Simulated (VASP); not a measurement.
# Ir (P6_3/mmc) in VASP: a series of runs, part 2 of 2

VASP 6.6.1. The steps go on from the part before.

## Step 3: Single point, PBEsol

Input file INCAR:

```
SYSTEM = Ir
PREC = Accurate
ENCUT = 500
EDIFF = 1E-6
ISMEAR = 0
SIGMA = 0.1
LREAL = .FALSE.
LASPH = .TRUE.
NELM = 120
ALGO = Normal
ISIF = 2
LWAVE = .FALSE.
LCHARG = .FALSE.
GGA = PS
NBANDS = 16
GGA_COMPAT = .FALSE.
```

Input file KPOINTS:

```
regular mesh
0
G
  6 6 4
  0 0 0
```

Input file POSCAR:

```
Ir
1.0
    2.7513778946      0.0000000000      0.0000000000
   -1.3756889473      2.3827631521      0.0000000000
    0.0000000000      0.0000000000      4.4622900000
Ir
2
Direct
    0.6666666667      0.3333333333      0.7500000000
    0.3333333333      0.6666666667      0.2500000000
```

Potentials or basis: VASP PAW PBE potentials, release 64 (Ir).

Launch:

```
$ cat potpaw_PBE.64/Ir/POTCAR > POTCAR
$ mpirun -np 1 vasp_std > vasp.out
```

OUTCAR:

```text
SYSTEM = Ir
   PREC = Accurate
   ENCUT = 500
   EDIFF = 1E-6
   ISMEAR = 0
   LREAL = .FALSE.
   LASPH = .TRUE.
   NELM = 120
   ISIF = 2
   GGA = PS

 ion  position               nearest neighbor table
   1  0.667  0.333  0.750-   2 2.74   2 2.74   2 2.74   2 2.74   2 2.74   2 2.74
   2  0.333  0.667  0.250-   1 2.74   1 2.74   1 2.74   1 2.74   1 2.74   1 2.74

  LATTYP: Found a hexagonal cell.
 ALAT       =     2.7513778946
 C/A-ratio  =     1.6218382828

  Lattice vectors:

 A1 = (   2.7513778946,   0.0000000000,   0.0000000000)
 A2 = (  -1.3756889473,   2.3827631521,   0.0000000000)
 A3 = (   0.0000000000,   0.0000000000,   4.4622900000)

Analysis of symmetry for initial positions (statically):
=====================================================================
 Subroutine PRICEL returns:
 Original cell was already a primitive cell.

 Routine SETGRP: Setting up the symmetry group for a
 hexagonal supercell.

 Subroutine GETGRP returns: Found 24 space group operations
 (whereof 12 operations were pure point group operations)
 out of a pool of 24 trial point group operations.

The static configuration has the point symmetry D_3d.
 The point group associated with its full space group is D_6h.

Analysis of symmetry for dynamics (positions and initial velocities):
=====================================================================
 Subroutine PRICEL returns:
 Original cell was already a primitive cell.

 Routine SETGRP: Setting up the symmetry group for a
 hexagonal supercell.

 Subroutine GETGRP returns: Found 24 space group operations
 (whereof 12 operations were pure point group operations)
 out of a pool of 24 trial point group operations.

The dynamic configuration has the point symmetry D_3d.
 The point group associated with its full space group is D_6h.

 Subroutine INISYM returns: Found 24 space group operations
 (whereof 12 operations are pure point group operations),
 and found     1 'primitive' translations

[... 111 lines left out ...]
  volume/ion in A,a.u.               =      14.63        98.71
  Fermi-wavevector in a.u.,A,eV,Ry     =   1.392417  2.631287 26.379323  1.938826
  Thomas-Fermi vector in A             =   2.516162
   LORBIT       =      0    0 simple, 1 ext, 2 COOP (PROOUT), +10 PAW based schemes
   GGA     = PS    functional components
   LHFCALC =     F    Hartree Fock is set to
   AEXX    =    0.0000 exact exchange contribution
   IVDW    =     0    specifies the selected vdW correction
   LEPSILON=     F    determine dielectric tensor
   LRPA    =     F    only Hartree local field effects (RPA)
 non-spin polarized calculation
 Gauss-broadening in eV      SIGMA  =   0.10
  energy-cutoff  :      500.00
  volume of cell :       29.25
 maximum number of plane-waves:       756
 NGX is ok and might be reduce to    20
   NGX =  9   NGY =  9   NGZ = 17

 number of electron      18.0000000 magnetization

 Free energy of the ion-electron system (eV)
  ---------------------------------------------------
  ext. energy  EPLUGINS =         0.00000000
  ---------------------------------------------------
  free energy    TOTEN  =       -19.43190109 eV

  energy without entropy =      -19.42151935  energy(sigma->0) =      -19.42671022

 E-fermi :   9.5967     XC(G=0): -13.9069

 val. band max:        9.5739279951   @ k =   0.5000   0.0000   0.2500
 cond. band min:       9.7030945678   @ k =   0.1667   0.0000   0.5000
 fundamental gap:      0.1291665727
 Fermi energy:         9.5967485334

 k-point     1 :       0.0000    0.0000    0.0000
  band No.  band energies     occupation
      1      -1.1576      2.00000
      2       1.9189      2.00000
      3       5.9977      2.00000
      4       6.1426      2.00000
      5       6.1426      2.00000
      6       6.7715      2.00000
[... 376 lines left out ...]
      3       4.5485      2.00000
      4       4.5485      2.00000
      5       5.8095      2.00000
      6       5.8095      2.00000
[... 8 lines left out ...]
     15      19.3849      0.00000
     16      19.3849      0.00000

------------------------ aborting loop because EDIFF is reached ----------------------------------------

  FORCE on cell =-STRESS in cart. coord.  units (eV):
  Direction    XX          YY          ZZ          XY          YZ          ZX
  --------------------------------------------------------------------------------------
  -------------------------------------------------------------------------------------
  Total       -1.7845654     -1.7845654     -2.9316107     -0.0000000      0.0000000      0.0000000
  in kB      -97.7359071    -97.7359071   -160.5565265     -0.0000000      0.0000000      0.0000000
  external PRESSURE =    -118.6761136 kB  Pullay stress =       0.0000000 kB

 VOLUME and BASIS-vectors are now :
 -----------------------------------------------------------------------------
  energy-cutoff  :      500.00
  volume of cell :       29.25
      direct lattice vectors                 reciprocal lattice vectors
     2.751377895  0.000000000  0.000000000     0.363454254  0.209840411  0.000000000
    -1.375688947  2.382763152  0.000000000     0.000000000  0.419680823  0.000000000
     0.000000000  0.000000000  4.462290000     0.000000000  0.000000000  0.224100182

 POSITION                                       TOTAL-FORCE (eV/Angst)
 -----------------------------------------------------------------------------------
      1.37569      0.79425      3.34672         0.000000      0.000000      0.000000
     -0.00000      1.58851      1.11557        -0.000000     -0.000000      0.000000
 -----------------------------------------------------------------------------------
    total drift:                                0.000000     -0.000000     -0.000000

  FREE ENERGIE OF THE ION-ELECTRON SYSTEM (eV)
  ---------------------------------------------------
  free  energy   TOTEN  =       -19.4319010854 eV

  energy  without entropy=      -19.4215193479  energy(sigma->0) =      -19.42671022
```

OSZICAR:

```text
N       E                     dE             d eps       ncg     rms          rms(c)
DAV:   1     0.134808810586E+03    0.13481E+03   -0.83858E+03   672   0.110E+03
DAV:   2    -0.172604203321E+02   -0.15207E+03   -0.13589E+03   672   0.298E+02
DAV:   3    -0.206781314787E+02   -0.34177E+01   -0.33868E+01   952   0.526E+01
DAV:   4    -0.207151343506E+02   -0.37003E-01   -0.36991E-01   744   0.472E+00
DAV:   5    -0.207161567558E+02   -0.10224E-02   -0.10224E-02   936   0.812E-01    0.208E+01
DAV:   6    -0.196283871089E+02    0.10878E+01   -0.14425E+00   784   0.152E+01    0.808E+00
DAV:   7    -0.194455052563E+02    0.18288E+00   -0.39158E-01   872   0.743E+00    0.210E+00
DAV:   8    -0.194393112176E+02    0.61940E-02   -0.47088E-03   720   0.569E-01    0.147E+00
DAV:   9    -0.194319056715E+02    0.74055E-02   -0.54151E-03   832   0.932E-01    0.214E-02
DAV:  10    -0.194319015713E+02    0.41002E-05   -0.41782E-05  1008   0.618E-02    0.166E-02
DAV:  11    -0.194319010854E+02    0.48592E-06   -0.34505E-06   856   0.190E-02
   1 F= -.19431901E+02 E0= -.19426710E+02  d E =-.103817E-01
```

stdout:

```text
POSCAR found type information on POSCAR Ir
 POSCAR found :  1 types and       2 ions
 scaLAPACK will be used
 -----------------------------------------------------------------------------
|                                                                             |
|                                                                             |
|     You enforced a specific xc type in the INCAR file but a different       |
|     I HOPE YOU KNOW WHAT YOU ARE DOING!                                     |
|                                                                             |
 -----------------------------------------------------------------------------

 LDA part: xc-table for (Slater+PW92), standard interpolation
 POSCAR, INCAR and KPOINTS ok, starting setup
 FFT: planning ... GRIDC
 FFT: planning ... GRID_SOFT
 FFT: planning ... GRID
 WAVECAR not read
 entering main loop
```

Wall time 9.7 s (1 thread of Intel Xeon Platinum 8488C (Sapphire Rapids), shared host); peak memory 0.14 GiB.

What came out:

```yaml
Free_energy: -19.4319 eV
Pressure: -11.9 GPa
Band_gap_on_the_k_mesh: zero (band 9 reaches 10.72 eV, above the bottom of band 10 at 7.56 eV)
```

Caveat: the k points lie up to 0.44 Å⁻¹ apart; the PAW data sets were made with another functional, which shifts forces and pressure a little; spin-orbit coupling is left out, which moves the levels of the heavy elements.

## Step 4: Single point, PBE

Input file INCAR:

```
SYSTEM = Ir
ALGO = Normal ; EDIFF = 1E-6
ENCUT = 500 ; GGA = PE
GGA_COMPAT = .False. ; ISIF = 2
ISMEAR = -5 ; LASPH = .True.
LCHARG = .False. ; LREAL = .False.
LWAVE = .False. ; NBANDS = 16
NELM = 120 ; PREC = Accurate
SIGMA = 0.1
```

Input file KPOINTS:

```
k-points
0
Gamma
  6 6 4
  0 0 0
```

POSCAR is that of step 3.

Launch:

```
$ cat potpaw_PBE.64/Ir/POTCAR > POTCAR
$ mpirun -np 1 vasp_std > vasp.out
```

It took 11 s on 1 thread of Intel Xeon Platinum 8488C (Sapphire Rapids), shared host; peak memory 0.14 GiB.

The run converged. Its results:

```
Free energy            : -17.5325 eV
Pressure               : -1.2 GPa
Band gap on the k mesh : zero (band 9 reaches 10.88 eV, above the bottom of band 10 at 7.74 eV)
```

Stress tensor (GPa, compression positive):
```
 0.92  0.00  0.00
 0.00  0.92  0.00
 0.00  0.00 -5.37
```

Levels at points of the mesh, in eV from the Fermi level:
```csv
k point,band 6,band 7,band 8,band 9,band 10,band 11,band 12,band 13
"(0.00, 0.00, 0.00)",-2.95,-2.95,-2.24,-2.24,-0.70,0.29,0.29,6.81
"(0.50, 0.00, 0.00)",-3.26,-2.81,0.76,0.94,1.15,2.89,4.33,8.15
"(0.00, 0.00, 0.50)",-3.70,-3.70,-3.70,-0.42,-0.42,-0.42,-0.42,13.63
"(0.50, 0.00, 0.50)",-2.00,-0.87,-0.87,0.99,0.99,2.02,2.02,7.45
```

Caveat: the k points lie up to 0.44 Å⁻¹ apart; spin-orbit coupling is left out, which moves the levels of the heavy elements; tetrahedron occupations give inexact forces and stress in metals.

## Step 5: Single point, PBE

Input file INCAR:

```
  PREC = Accurate
  ENCUT = 500
  EDIFF = 1E-6
  ISMEAR = -1
  SIGMA = 0.08617333262145177
  LREAL = F
  LASPH = T
  NELM = 120
  ALGO = Normal
  ISIF = 2
  LWAVE = F
  LCHARG = T
  GGA = PE
  LELF = T
  LVHAR = T
  NBANDS = 16
  GGA_COMPAT = F
```

Input file KPOINTS:

```
regular mesh
0
Gamma
  6 6 4
```

POSCAR is that of step 4.

Launch:

```
$ cat potpaw_PBE.64/Ir/POTCAR > POTCAR
$ mpirun -np 1 vasp_std > vasp.out
```

It took 7.8 s on 1 thread of Intel Xeon Platinum 8488C (Sapphire Rapids), shared host; peak memory 0.14 GiB.

Results (log left out):

```
Free energy            : -17.5558 eV
Pressure               : -0.9 GPa
Band gap on the k mesh : zero (band 9 reaches 10.88 eV, above the bottom of band 10 at 7.73 eV)
```

Stress tensor (GPa, compression positive):
```
 1.24  0.00  0.00
 0.00  1.24  0.00
 0.00  0.00 -5.07
```

Levels at points of the mesh, in eV from the Fermi level:
```
           k point  band 7  band 8  band 9  band 10  band 11  band 12
(0.00, 0.00, 0.00)   -2.83   -2.12   -2.12    -0.58     0.41     0.41
(0.50, 0.00, 0.00)   -2.69    0.87    1.07     1.26     3.01     4.44
(0.00, 0.00, 0.50)   -3.59   -3.59   -0.30    -0.30    -0.30    -0.30
(0.50, 0.00, 0.50)   -0.75   -0.75    1.10     1.10     2.14     2.14
```

Caveat: the k points lie up to 0.44 Å⁻¹ apart; spin-orbit coupling is left out, which moves the levels of the heavy elements.

## Step 6: Overview

| level | smearing | gap on the mesh (eV) | pressure (GPa) |
| --- | --- | --- | --- |
| PBE+D3(BJ) | tetrahedron | none | -9.3 |
| PBEsol | gaussian 0.1 eV | none | -11.9 |
| PBE | tetrahedron | none | -1.2 |
| PBE | fermi-dirac 0.0861733 eV | none | -0.9 |

Alike in all rows: task single point; potentials or basis VASP PAW PBE potentials, release 64 (Ir); no spin polarisation; cell as given; k mesh 6 × 6 × 4; cutoff (eV) 500.

Caveats: all runs use coarse meshes; spin-orbit coupling is left out, which moves the levels of the heavy elements; tetrahedron occupations give inexact forces and stress in metals (some runs); pairwise dispersion overbinds metals, which lowers pressure and volume (some runs); the PAW data sets were made with another functional, which shifts forces and pressure a little (some runs).

Absolute energies hang on the potentials; compare differences alone.
